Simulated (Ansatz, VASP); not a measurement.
# Ga2SeS2: VASP beside Ansatz

```
CELL_PARAMETERS angstrom
5.04459 0.00000 0.00000
0.00000 5.04459 0.00000
0.00000 0.00000 5.05295
ATOMIC_POSITIONS crystal
Ga 0.00000 0.00000 0.74443
Ga 0.00000 0.00000 0.25557
Se 0.50000 0.50000 0.50000
S 0.00000 0.50000 0.50000
S 0.50000 0.00000 0.50000
```

Alike in both runs: functional PBE; k mesh 4 × 4 × 4; occupations gaussian, width 0.1 eV; no spin polarisation.

Ansatz relaxed the structure, and its values are those at the end. VASP's run is a single point on that final structure, the one shown.

```csv
,VASP,Ansatz
version,VASP 6.6.1,Ansatz 0.2.0
potentials or method,"VASP PAW PBE potentials, release 64 (Ga_d, Se, S), cutoff 520 eV","scalar-relativistic, plane waves, PAW"
valence electrons in the cell,44,54
```

|  | VASP | Ansatz | Ansatz less VASP |
| --- | --- | --- | --- |
| gap on the k mesh at the Fermi level (eV) | none | none | - |
| pressure (GPa) | 0.0 | 0.0 | -0.03 |

A gap of «none» marks a metal or a gap that the smearing closes. With one functional, cell and mesh, what is left measures potentials, basis and numerics. VASP's potentials hold 44 valence electrons a cell and Ansatz's 54, so a difference there can come from the potentials and not from the codes.
